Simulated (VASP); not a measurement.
Here is a VASP 6.6.1 calculation.

INCAR

```
SYSTEM = Mo
PREC = Accurate
ENCUT = 520
EDIFF = 1E-6
ISMEAR = 0
SIGMA = 0.1
LREAL = .FALSE.
LASPH = .TRUE.
NELM = 100
ALGO = Fast
ISIF = 2
LWAVE = .FALSE.
LCHARG = .TRUE.
GGA = PE
LELF = .TRUE.
LVHAR = .TRUE.
NBANDS = 28
```

Contents of KPOINTS:

```
regular mesh
0
G
  6 6 37
  0 0 0
```

Contents of POSCAR:

```
Mo
1.0
    7.7354120515      0.0000000000     -0.0015993334
   -3.8677060257      6.6990634885      0.0007996667
   -2.5786594915      0.0000000000      0.9132991610
Mo
3
Direct
    0.3333333333      0.6666666667      0.0000000000
    0.0000000000      0.0000000000      0.0000000000
    0.6666666667      0.3333333333      0.0000000000
```

Potentials or basis: VASP PAW PBE potentials, release 64 (Mo_sv).

Command:

```sh
$ cat potpaw_PBE.64/Mo_sv/POTCAR > POTCAR
$ mpirun -np 1 vasp_std > vasp.out
```

(1) Estimate the band gap on the k mesh.

(2) What does it give for the pressure?

Results:

(1) zero (bands 21 and 22 overlap by 2.49 eV).

(2) 0.9 GPa.
